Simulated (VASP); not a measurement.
A run of VASP 6.6.1:

INCAR

```
SYSTEM = TiN
ALGO = Normal
EDIFF = 1E-6
ENCUT = 520
ISIF = 2
ISMEAR = 0
LASPH = .True.
LCHARG = .False.
LREAL = .False.
LWAVE = .False.
NBANDS = 16
NELM = 80
PREC = Accurate
SIGMA = 0.1
```

KPOINTS

```
k-points
0
Gamma
  20 20 20
  0 0 0
```

The input POSCAR:

```
TiN
1.0
    0.0000000000      2.0856689603      2.0856689603
    2.0856689603      0.0000000000      2.0856689603
    2.0856689603      2.0856689603      0.0000000000
Ti N
1 1
Direct
    0.0000000000      0.0000000000      0.0000000000
    0.5000000000      0.5000000000      0.5000000000
```

Potentials or basis: VASP PAW LDA potentials, release 64 (Ti_sv, N).

Launch:

```console
$ cat potpaw_LDA.64/Ti_sv/POTCAR potpaw_LDA.64/N/POTCAR > POTCAR
$ mpirun -np 1 vasp_std > vasp.out
```

Hardware: 1 thread of Intel(R) Xeon(R) Platinum 8375C CPU @ 2.90GHz (Ice Lake), with other jobs on the host.

How long does it take, and how much memory?

Run time: 47 s on 1 thread of Intel(R) Xeon(R) Platinum 8375C CPU @ 2.90GHz (Ice Lake), with other jobs on the host, peak memory 0.19 GiB. Counts: scf iterations 16, k points 256.
